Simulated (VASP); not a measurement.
# CaO (I4/mmm) in VASP: a series of runs

CaO is run at these levels: PBE; tasks: single point.

All numbers are computed with VASP 6.6.1; they aren't measurements. Logs are shortened: lines on timing, memory, paths and dates and some standing lists are left out, and cuts for length are marked.

## Step 1: The cell of the first run

The structure is tetragonal, space group I4/mmm (No. 139). The conventional cell has a = 3.360 Å, b = 3.360 Å, c = 4.898 Å, α = 90.00°, β = 90.00°, γ = 90.00°. Ca (site symmetry 4/mmm) has 6 O at 2.38 to 2.45 Å within 3.1 Å. Within 3.1 Å of O (site symmetry 4/mmm) lie 6 Ca at 2.38 to 2.45 Å.

## Step 2: Single point, PBE (strain -0.030 along x and y, +0.000 along z)

The input, INCAR:

```
ALGO = Normal
EDIFF = 1E-6
ENCUT = 520
GGA = PE
ISIF = 2
ISMEAR = 0
LASPH = T
LCHARG = T
LELF = T
LREAL = F
LVHAR = T
LWAVE = F
NBANDS = 15
NELM = 100
PREC = Accurate
SIGMA = 0.05
```

The input, KPOINTS:

```
k-points
0
Gamma
  8 8 8
```

The input, POSCAR:

```
CaO
1.0
    0.0000000000      2.3755300000      2.4490000000
    2.3755300000      0.0000000000      2.4490000000
    2.3755300000      2.3755300000      0.0000000000
Ca O
1 1
Direct
    0.0000000000      0.0000000000      0.0000000000
    0.5000000000      0.5000000000      0.5000000000
```

Potentials or basis: VASP PAW PBE potentials, release 64 (Ca_sv, O).

The run is started by

```sh
$ cat potpaw_PBE.64/Ca_sv/POTCAR potpaw_PBE.64/O/POTCAR > POTCAR
$ mpirun -np 1 vasp_std > vasp.out
```

OUTCAR:

```text
EDIFF = 1E-6
   ENCUT = 520
   GGA = PE
   ISIF = 2
   ISMEAR = 0
   LASPH = T
   LREAL = F
   NELM = 100
   PREC = Accurate

 ion  position               nearest neighbor table
   1  0.000  0.000  0.000-   2 2.38   2 2.38   2 2.38   2 2.38   2 2.45   2 2.45
   2  0.500  0.500  0.500-   1 2.38   1 2.38   1 2.38   1 2.38   1 2.45   1 2.45

  LATTYP: Found a body centered tetragonal cell.
 ALAT       =     3.3595067438
 C/A-ratio  =     1.4579521262

  Lattice vectors:

 A1 = (  -2.3755300000,   0.0000000000,   2.4490000000)
 A2 = (   2.3755300000,   0.0000000000,   2.4490000000)
 A3 = (   0.0000000000,   2.3755300000,  -2.4490000000)

Analysis of symmetry for initial positions (statically):
=====================================================================
 Subroutine PRICEL returns:
 Original cell was already a primitive cell.

 Routine SETGRP: Setting up the symmetry group for a
 body centered tetragonal supercell.

 Subroutine GETGRP returns: Found 16 space group operations
 (whereof 16 operations were pure point group operations)
 out of a pool of 16 trial point group operations.

The static configuration has the point symmetry D_4h.

Analysis of symmetry for dynamics (positions and initial velocities):
=====================================================================
 Subroutine PRICEL returns:
 Original cell was already a primitive cell.

 Routine SETGRP: Setting up the symmetry group for a
 body centered tetragonal supercell.

 Subroutine GETGRP returns: Found 16 space group operations
 (whereof 16 operations were pure point group operations)
 out of a pool of 16 trial point group operations.

The dynamic configuration has the point symmetry D_4h.

 Subroutine INISYM returns: Found 16 space group operations
 (whereof 16 operations are pure point group operations),
 and found     1 'primitive' translations

----------------------------------------------------------------------------------------

                                     Primitive cell

  volume of cell :      27.6401

  direct lattice vectors                    reciprocal lattice vectors
     0.000000000  2.375530000  2.449000000    -0.210479346  0.210479346  0.204164965
     2.375530000  0.000000000  2.449000000     0.210479346 -0.210479346  0.204164965
     2.375530000  2.375530000  0.000000000     0.210479346  0.210479346 -0.204164965

  length of vectors
     3.411853423  3.411853423  3.359506744     0.360952134  0.360952134  0.360952134

  position of ions in fractional coordinates (direct lattice)
     0.000000000  0.000000000  0.000000000
     0.500000000  0.500000000  0.500000000
[... 84 lines left out ...]
   ISYM   =      2    0-nonsym 1-usesym 2-fastsym
   POTIM  = 0.5000    time-step for ionic-motion
   TEBEG  =    0.0;   TEEND  =   0.0 temperature during run
   PSTRESS=    0.0 pullay stress
   NELECT =      16.0000    total number of electrons
   NUPDOWN=      -1.0000    fix difference up-down
   EMIN   =  10.00;   EMAX   =-10.00  energy-range for DOS
   EFERMI =   0.00;   METHOD = LEGACY
   ISMEAR =     0;   SIGMA  =   0.05  broadening in eV -4-tet -1-fermi 0-gaus
   EFERMI_NEDOS =   21; number of points for ismear=-14 and -15
   IALGO  =     38    algorithm
   IMIX   =      4    mixing-type and parameters
     AMIX     =   0.40;   BMIX     =  1.00
     AMIX_MAG =   1.60;   BMIX_MAG =  1.00
  volume/ion in A,a.u.               =      13.82        93.26
  Fermi-wavevector in a.u.,A,eV,Ry     =   1.364379  2.578302 25.327638  1.861529
  Thomas-Fermi vector in A             =   2.490700
   LORBIT       =      0    0 simple, 1 ext, 2 COOP (PROOUT), +10 PAW based schemes
   GGA     = PE    functional components
   LHFCALC =     F    Hartree Fock is set to
   AEXX    =    0.0000 exact exchange contribution
   IVDW    =     0    specifies the selected vdW correction
   LEPSILON=     F    determine dielectric tensor
   LRPA    =     F    only Hartree local field effects (RPA)
 non-spin polarized calculation
 Gauss-broadening in eV      SIGMA  =   0.05
  energy-cutoff  :      520.00
  volume of cell :       27.64
 maximum number of plane-waves:       759
 NGX is ok and might be reduce to    28
   NGX = 13   NGY = 13   NGZ = 13

 number of electron      15.9999999 magnetization

 Free energy of the ion-electron system (eV)
  ---------------------------------------------------
  ext. energy  EPLUGINS =         0.00000000
  ---------------------------------------------------
  free energy    TOTEN  =       -12.79052520 eV

  energy without entropy =      -12.79052520  energy(sigma->0) =      -12.79052520

 E-fermi :   2.6341     XC(G=0): -10.4945

 val. band max:        2.3990739819   @ k =   0.0000   0.0000   0.0000
 cond. band min:       5.9824389770   @ k =   0.5000   0.0000   0.5000
 fundamental gap:      3.5833649950
 Fermi energy:         2.6340804625

 k-point     1 :       0.0000    0.0000    0.0000
  band No.  band energies     occupation
      1     -35.2400      2.00000
      2     -16.0180      2.00000
      3     -15.9932      2.00000
      4     -15.9932      2.00000
      5     -13.1682      2.00000
      6       2.3267      2.00000
      7       2.3991      2.00000
      8       2.3991      2.00000
      9       7.0882      0.00000
     10       8.4772      0.00000
     11       8.6859      0.00000
     12       8.6859      0.00000
     13      10.0266      0.00000
     14      10.2627      0.00000
[... 401 lines left out ...]
      2     -16.8708      2.00000
      3     -16.1049      2.00000
      4     -16.0691      2.00000
      5     -12.2482      2.00000
      6       0.3144      2.00000
      7       1.3785      2.00000
      8       1.5732      2.00000
      9       8.2769      0.00000
     10       9.8787      0.00000
     11      10.5502      0.00000
     12      10.6391      0.00000
     13      11.6966      0.00000
     14      12.8103      0.00000
     15      17.7131      0.00000

 [... further k-points ...]
[... 5 lines left out ...]
  --------------------------------------------------------------------------------------
  -------------------------------------------------------------------------------------
  Total        0.7920153      0.7920153     -0.0504689      0.0000000      0.0000000     -0.0000000
  in kB       45.9096895     45.9096895     -2.9254620      0.0000000      0.0000000     -0.0000000
  external PRESSURE =      29.6313057 kB  Pullay stress =       0.0000000 kB

 VOLUME and BASIS-vectors are now :
 -----------------------------------------------------------------------------
  energy-cutoff  :      520.00
  volume of cell :       27.64
      direct lattice vectors                 reciprocal lattice vectors
     0.000000000  2.375530000  2.449000000    -0.210479346  0.210479346  0.204164965
     2.375530000  0.000000000  2.449000000     0.210479346 -0.210479346  0.204164965
     2.375530000  2.375530000  0.000000000     0.210479346  0.210479346 -0.204164965

 POSITION                                       TOTAL-FORCE (eV/Angst)
 -----------------------------------------------------------------------------------
      0.00000      0.00000      0.00000         0.000000     -0.000000      0.000000
      2.37553      2.37553      2.44900         0.000000      0.000000      0.000000
 -----------------------------------------------------------------------------------
    total drift:                                0.000000      0.000000      0.000000

  FREE ENERGIE OF THE ION-ELECTRON SYSTEM (eV)
  ---------------------------------------------------
  free  energy   TOTEN  =       -12.7905252028 eV

  energy  without entropy=      -12.7905252028  energy(sigma->0) =      -12.79052520
```

stdout:

```text
POSCAR found type information on POSCAR CaO
 POSCAR found :  2 types and       2 ions
 scaLAPACK will be used
 LDA part: xc-table for (Slater+PW92), standard interpolation
 POSCAR, INCAR and KPOINTS ok, starting setup
 FFT: planning ... GRIDC
 FFT: planning ... GRID_SOFT
 FFT: planning ... GRID
 WAVECAR not read
 entering main loop
```

Run time: 36 s. Hardware: 1 thread of AMD EPYC 7R43 (Zen 3), shared host; peak memory 0.13 GiB.

Results:

* Free energy: -12.7905 eV
* Pressure: 3.0 GPa
* Band gap on the k mesh: 3.58 eV, indirect (least direct gap 3.97 eV)

Levels at points of the mesh, in eV from the valence-band top:
| k point | band 4 | band 5 | band 6 | band 7 | band 8 | band 9 | band 10 | band 11 | band 12 | band 13 |
| --- | --- | --- | --- | --- | --- | --- | --- | --- | --- | --- |
| (0.00, 0.00, 0.00) | -18.39 | -15.57 | -0.07 | 0.00 | 0.00 | 4.69 | 6.08 | 6.29 | 6.29 | 7.63 |
| (0.50, 0.00, 0.00) | -18.43 | -14.34 | -2.67 | -1.24 | -1.24 | 7.04 | 8.35 | 8.38 | 8.51 | 10.27 |
| (0.50, 0.50, 0.00) | -18.60 | -15.33 | -1.44 | -0.35 | -0.35 | 3.68 | 8.04 | 8.90 | 9.53 | 9.53 |
| (0.50, 0.00, 0.50) | -18.64 | -15.33 | -1.26 | -0.45 | -0.39 | 3.58 | 8.04 | 8.92 | 9.43 | 9.66 |

Caveat: the cell differs from its parent crystal (strain -0.030 along x and y, +0.000 along z). A k mesh can miss the band edges.

## Step 3: Single point, PBE (strain -0.030 along x and y, +0.015 along z)

The input, INCAR:

```
ALGO = Normal ; EDIFF = 1E-7
ENCUT = 520 ; GGA = PE
ISIF = 2 ; ISMEAR = 0
LASPH = T ; LCHARG = T
LELF = T ; LREAL = F
LVHAR = T ; LWAVE = F
NBANDS = 15 ; NELM = 60
PREC = Accurate ; SIGMA = 0.05
```

KPOINTS is that of step 2.

The input, POSCAR:

```
CaO
1.0
    0.0000000000      2.3755300000      2.4857350000
    2.3755300000      0.0000000000      2.4857350000
    2.3755300000      2.3755300000      0.0000000000
Ca O
1 1
Direct
    0.0000000000      0.0000000000      0.0000000000
    0.5000000000      0.5000000000      0.5000000000
```

Potentials or basis: VASP PAW PBE potentials, release 64 (Ca_sv, O).

The run is started by

```sh
$ cat potpaw_PBE.64/Ca_sv/POTCAR potpaw_PBE.64/O/POTCAR > POTCAR
$ mpirun -np 1 vasp_std > vasp.out
```

Wall time 42 s (1 thread of AMD EPYC 7R43 (Zen 3), shared host); peak memory 0.13 GiB.

It converged, with:

- Free energy: -12.7869 eV
- Pressure: 1.5 GPa
- Band gap on the k mesh: 3.57 eV, indirect (least direct gap 3.97 eV)

Stress tensor (GPa, compression positive):
```
 3.72  0.00  0.00
 0.00  3.72  0.00
 0.00  0.00 -2.81
```

Levels at points of the mesh, in eV from the valence-band top:
```csv
k point,band 5,band 6,band 7,band 8,band 9,band 10,band 11,band 12
"(0.00, 0.00, 0.00)",-15.55,-0.10,0.00,0.00,4.52,5.97,6.28,6.28
"(0.50, 0.00, 0.00)",-14.37,-2.65,-1.23,-1.23,6.96,8.26,8.30,8.38
"(0.50, 0.50, 0.00)",-15.32,-1.50,-0.33,-0.33,3.70,7.92,8.82,9.41
"(0.50, 0.00, 0.50)",-15.31,-1.25,-0.48,-0.40,3.57,7.90,8.86,9.27
```

Caveat: the cell differs from its parent crystal (strain -0.030 along x and y, +0.015 along z).

## Step 4: Single point, PBE (strain -0.015 along x and y, -0.030 along z)

The input, INCAR:

```
PREC = Accurate
ENCUT = 520
EDIFF = 1E-6
ISMEAR = 0
SIGMA = 0.05
LREAL = F
LASPH = T
NELM = 80
ALGO = Normal
ISIF = 2
LWAVE = F
LCHARG = T
GGA = PE
LELF = T
LVHAR = T
NBANDS = 15
```

The input, KPOINTS:

```
regular mesh
0
Gamma
  8 8 8
```

The input, POSCAR:

```
CaO
1.0
    0.0000000000      2.4122650000      2.3755300000
    2.4122650000      0.0000000000      2.3755300000
    2.4122650000      2.4122650000      0.0000000000
Ca O
1 1
Direct
    0.0000000000      0.0000000000      0.0000000000
    0.5000000000      0.5000000000      0.5000000000
```

Potentials or basis: VASP PAW PBE potentials, release 64 (Ca_sv, O).

The run is started by

```sh
$ cat potpaw_PBE.64/Ca_sv/POTCAR potpaw_PBE.64/O/POTCAR > POTCAR
$ mpirun -np 1 vasp_std > vasp.out
```

OUTCAR:

```text
PREC = Accurate
   ENCUT = 520
   EDIFF = 1E-6
   ISMEAR = 0
   LREAL = F
   LASPH = T
   NELM = 80
   ISIF = 2
   GGA = PE

 ion  position               nearest neighbor table
   1  0.000  0.000  0.000-   2 2.38   2 2.38   2 2.41   2 2.41   2 2.41   2 2.41
   2  0.500  0.500  0.500-   1 2.38   1 2.38   1 2.41   1 2.41   1 2.41   1 2.41

  LATTYP: Found a body centered tetragonal cell.
 ALAT       =     3.4114578790
 C/A-ratio  =     1.3926773152

  Lattice vectors:

 A1 = (   0.0000000000,  -2.4122650000,  -2.3755300000)
 A2 = (   0.0000000000,   2.4122650000,  -2.3755300000)
 A3 = (   2.4122650000,   0.0000000000,   2.3755300000)

Analysis of symmetry for initial positions (statically):
=====================================================================
 Subroutine PRICEL returns:
 Original cell was already a primitive cell.

 Routine SETGRP: Setting up the symmetry group for a
 body centered tetragonal supercell.

 Subroutine GETGRP returns: Found 16 space group operations
 (whereof 16 operations were pure point group operations)
 out of a pool of 16 trial point group operations.

The static configuration has the point symmetry D_4h.

Analysis of symmetry for dynamics (positions and initial velocities):
=====================================================================
 Subroutine PRICEL returns:
 Original cell was already a primitive cell.

 Routine SETGRP: Setting up the symmetry group for a
 body centered tetragonal supercell.

 Subroutine GETGRP returns: Found 16 space group operations
 (whereof 16 operations were pure point group operations)
 out of a pool of 16 trial point group operations.

The dynamic configuration has the point symmetry D_4h.

 Subroutine INISYM returns: Found 16 space group operations
 (whereof 16 operations are pure point group operations),
 and found     1 'primitive' translations

----------------------------------------------------------------------------------------

[... 117 lines left out ...]
   GGA     = PE    functional components
   LHFCALC =     F    Hartree Fock is set to
   AEXX    =    0.0000 exact exchange contribution
   IVDW    =     0    specifies the selected vdW correction
   LEPSILON=     F    determine dielectric tensor
   LRPA    =     F    only Hartree local field effects (RPA)
 non-spin polarized calculation
 Gauss-broadening in eV      SIGMA  =   0.05
  energy-cutoff  :      520.00
  volume of cell :       27.65
 maximum number of plane-waves:       753
 NGX is ok and might be reduce to    28
   NGX = 13   NGY = 13   NGZ = 13

 number of electron      15.9999997 magnetization

 Free energy of the ion-electron system (eV)
  ---------------------------------------------------
  ext. energy  EPLUGINS =         0.00000000
  ---------------------------------------------------
  free energy    TOTEN  =       -12.79699242 eV

  energy without entropy =      -12.79699242  energy(sigma->0) =      -12.79699242

 E-fermi :   2.6045     XC(G=0): -10.4946

 val. band max:        2.3994820817   @ k =   0.0000   0.0000   0.0000
 cond. band min:       5.9746845809   @ k =   0.5000   0.5000   0.0000
 fundamental gap:      3.5752024992
 Fermi energy:         2.6044859830

 k-point     1 :       0.0000    0.0000    0.0000
  band No.  band energies     occupation
      1     -35.2461      2.00000
      2     -16.0108      2.00000
      3     -16.0108      2.00000
      4     -16.0001      2.00000
      5     -13.1675      2.00000
      6       2.3603      2.00000
      7       2.3603      2.00000
      8       2.3995      2.00000
      9       7.1107      0.00000
     10       8.5756      0.00000
     11       8.5756      0.00000
     12       8.6786      0.00000
     13      10.0493      0.00000
     14      10.2005      0.00000
[... 401 lines left out ...]
      2     -16.8555      2.00000
      3     -16.0965      2.00000
      4     -16.0831      2.00000
      5     -12.2833      2.00000
      6       0.3290      2.00000
      7       1.3929      2.00000
      8       1.5935      2.00000
      9       8.2916      0.00000
     10       9.9483      0.00000
     11      10.5611      0.00000
     12      10.6052      0.00000
     13      11.7503      0.00000
     14      12.5499      0.00000
     15      17.7046      0.00000

 [... further k-points ...]
[... 5 lines left out ...]
  --------------------------------------------------------------------------------------
  -------------------------------------------------------------------------------------
  Total        0.3245950      0.3245950      0.7813447      0.0000000      0.0000000      0.0000000
  in kB       18.8110001     18.8110001     45.2806575      0.0000000      0.0000000      0.0000000
  external PRESSURE =      27.6342192 kB  Pullay stress =       0.0000000 kB

 VOLUME and BASIS-vectors are now :
 -----------------------------------------------------------------------------
  energy-cutoff  :      520.00
  volume of cell :       27.65
      direct lattice vectors                 reciprocal lattice vectors
     0.000000000  2.412265000  2.375530000    -0.207274076  0.207274076  0.210479346
     2.412265000  0.000000000  2.375530000     0.207274076 -0.207274076  0.210479346
     2.412265000  2.412265000  0.000000000     0.207274076  0.207274076 -0.210479346

 POSITION                                       TOTAL-FORCE (eV/Angst)
 -----------------------------------------------------------------------------------
      0.00000      0.00000      0.00000        -0.000000      0.000000      0.000000
      2.41227      2.41227      2.37553         0.000000     -0.000000     -0.000000
 -----------------------------------------------------------------------------------
    total drift:                                0.000000      0.000000      0.000000

  FREE ENERGIE OF THE ION-ELECTRON SYSTEM (eV)
  ---------------------------------------------------
  free  energy   TOTEN  =       -12.7969924228 eV

  energy  without entropy=      -12.7969924228  energy(sigma->0) =      -12.79699242
```

OSZICAR:

```text
N       E                     dE             d eps       ncg     rms          rms(c)
DAV:   1     0.126078021102E+03    0.12608E+03   -0.83895E+03  1770   0.109E+03
DAV:   2    -0.923690765780E+01   -0.13531E+03   -0.12622E+03  2212   0.290E+02
DAV:   3    -0.143710583079E+02   -0.51342E+01   -0.51006E+01  2155   0.593E+01
DAV:   4    -0.145095513237E+02   -0.13849E+00   -0.13842E+00  2453   0.879E+00
DAV:   5    -0.145109776488E+02   -0.14263E-02   -0.14263E-02  2099   0.831E-01    0.857E+00
DAV:   6    -0.128734701943E+02    0.16375E+01   -0.50908E+00  1960   0.220E+01    0.358E+00
DAV:   7    -0.128005154978E+02    0.72955E-01   -0.40333E-01  1987   0.659E+00    0.180E+00
DAV:   8    -0.127978930446E+02    0.26225E-02   -0.75257E-02  2281   0.296E+00    0.422E-01
DAV:   9    -0.127963689055E+02    0.15241E-02   -0.45204E-03  1812   0.567E-01    0.109E-01
DAV:  10    -0.127970151228E+02   -0.64622E-03   -0.71874E-04  2120   0.240E-01    0.411E-02
DAV:  11    -0.127969927779E+02    0.22345E-04   -0.47421E-05  2156   0.813E-02    0.681E-03
DAV:  12    -0.127969924228E+02    0.35512E-06   -0.70084E-06  2008   0.236E-02
   1 F= -.12796992E+02 E0= -.12796992E+02  d E =-.276132E-11
```

Wall time 31 s (1 thread of AMD EPYC 7R43 (Zen 3), shared host); peak memory 0.13 GiB.

What came out:

| Item | Value |
| --- | --- |
| Free energy | -12.7970 eV |
| Pressure | 2.8 GPa |
| Band gap on the k mesh | 3.58 eV, indirect (least direct gap 3.99 eV) |

Stress tensor (GPa, compression positive):
```
1.88 0.00 0.00
0.00 1.88 0.00
0.00 0.00 4.53
```

Caveat: the cell differs from its parent crystal (strain -0.015 along x and y, -0.030 along z). A k mesh can miss the band edges.

(Continued in part 2 of 2.)
